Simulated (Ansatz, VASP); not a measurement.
## One calculation of MgZnTe2, two programs

File INCAR:

```
ALGO     = Normal         # electronic algorithm
EDIFF    = 1E-6           # SCF threshold, eV
ENCUT    = 520            # plane-wave cutoff, eV
GGA      = PE             # functional
ISIF     = 2              # what is computed and relaxed
ISMEAR   = 0              # smearing method
LASPH    = True           # aspherical terms in the spheres
LCHARG   = False          # write CHGCAR
LREAL    = False          # projectors in reciprocal space
LWAVE    = False          # write WAVECAR
NBANDS   = 21             # bands
NELM     = 60             # most SCF steps
PREC     = Accurate       # precision mode
SIGMA    = 0.01           # smearing width, eV
```

The input KPOINTS:

```
k-points
0
Gamma
  6 6 4
```

Contents of POSCAR:

```
MgZnTe2
1.0
    4.4725078320      0.0000000000      0.0000000000
    0.0000000000      4.4725078320      0.0000000000
    0.0000000000      0.0000000000      6.3943735866
Mg Te Zn
1 2 1
Direct
    0.0000000000      0.0000000000      0.0000000000
    0.0000000000      0.5000000000      0.2641086205
    0.5000000000      0.0000000000      0.7358913795
    0.5000000000      0.5000000000      0.5000000000
```

Input for Ansatz:

```yaml
crystal:
  lattice:
    - [4.472507832, 0.0, 0.0]
    - [0.0, 4.472507832, 0.0]
    - [0.0, 0.0, 6.3943735866]
  atoms:
    - { symbol: Mg, position: [0.0, 0.0, 0.0] }
    - { symbol: Te, position: [0.0, 0.5, 0.2641086205] }
    - { symbol: Zn, position: [0.5, 0.5, 0.5] }
    - { symbol: Te, position: [0.5, 0.0, 0.7358913795] }
kpoints:
  mp_grid: { grid: [6, 6, 4] }
hamiltonian:
  xc: pbe
scf:
  occupations: { method: fixed }
  n_extra_bands: 5
output:
  forces: true
  stress: true
  eigenvalues: true
```

Alike in both runs: task single point; functional PBE; k mesh 6 × 6 × 4; no spin polarisation.

```csv
,VASP,Ansatz
version,VASP 6.6.1,Ansatz 0.2.0
potentials or method,"VASP PAW PBE potentials, release 64 (Mg, Te, Zn)","plane waves, PAW"
plane-wave cutoff (eV),520,420
occupations,"gaussian, width 0.01 eV",fixed
valence electrons in the cell,26,54
```

```tsv
	VASP	Ansatz	Ansatz less VASP
gap on the k mesh at the Fermi level (eV)	1.47	1.48	+0.005
pressure (GPa)	0.0	0.0	-0.03
rms of the force components (eV/Å)	0.005	0.000	-0.0042
```

VASP's potentials hold 26 valence electrons a cell and Ansatz's 54, so a difference there can come from the potentials and not from the codes.

Spin-orbit coupling is off throughout.
